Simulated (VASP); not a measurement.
Runs of VASP 6.6.1 on W. The structure is that of space group Im-3m (No. 229), or close to it. The cells are those of the table. 

```csv
task,cell,k mesh,cutoff (eV),smearing,gap on the mesh (eV),pressure (GPa),relaxed volume (Å³/atom)
single point,"a = 2.718 Å, angles 109.5°, 1 atom",8 × 8 × 8,520,gaussian 0.1 eV,none,1.9,-
single point,"a = 2.715 Å, angles 109.5°, 1 atom",16 × 16 × 16,520,gaussian 0.1 eV,none,1.9,-
relaxation of cell and atoms,"relaxed from a = 2.718 Å, angles 109.5°, 1 atom",16 × 16 × 16,600,gaussian 0.1 eV,none,0.0,15.49
relaxation of cell and atoms,"relaxed from a = 2.715 Å, angles 109.5°, 1 atom",16 × 16 × 16,600,fermi-dirac 0.15 eV,none,0.0,(a)
single point,"a = 2.715 Å, angles 109.5°, 1 atom",16 × 16 × 16,520,fermi-dirac 0.15 eV,none,1.9,-
```

Alike in all rows: level LDA; potentials or basis VASP PAW LDA potentials, release 64 (W_sv); no spin polarisation.

Problem. Fill in the values left out.

Solution. (a) 15.50.

Caveats: spin-orbit coupling is left out, which moves the levels of the heavy elements.

A k mesh can miss the band edges, and the runs leave out spin-orbit coupling on W.

A gap of «none» marks levels without a gap at the run's occupations.
